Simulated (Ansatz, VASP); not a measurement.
HgOs3 in VASP and in Ansatz

```
Hg Os
1.0
     3.97160    0.00000    0.00000
     0.00000    3.97160    0.00000
     0.00000    0.00000    3.97160
Hg Os
1 3
Direct
  0.00000 0.00000 0.00000
  0.00000 0.50000 0.50000
  0.50000 0.00000 0.50000
  0.50000 0.50000 0.00000
```

Alike in both runs: functional PBE; k mesh 12 × 12 × 12; occupations gaussian, width 0.1 eV; no spin polarisation.

Ansatz relaxed the structure, and its values are those at the end. VASP's run is a single point on that final structure, the one shown.

|  | VASP | Ansatz |
| --- | --- | --- |
| version | VASP 6.6.1 | Ansatz 0.2.0 |
| potentials or method | VASP PAW PBE potentials, release 64 (Hg, Os), cutoff 520 eV | scalar-relativistic, plane waves, PAW |
| valence electrons in the cell | 36 | 68 |

Ansatz gave:

| Item | Value |
| --- | --- |
| gap on the k mesh at the Fermi level (eV) | none |
| pressure (GPa) | 0.0 |

**Question.** Which values does VASP return?

**Answer.** gap on the k mesh at the Fermi level (eV): none; pressure (GPa): 1.2.

A gap of «none» marks a metal or a gap that the smearing closes. With one functional, cell and mesh, what is left measures potentials, basis and numerics. VASP's potentials hold 36 valence electrons a cell and Ansatz's 68, so a difference there can come from the potentials and not from the codes.

Spin-orbit coupling is off throughout.
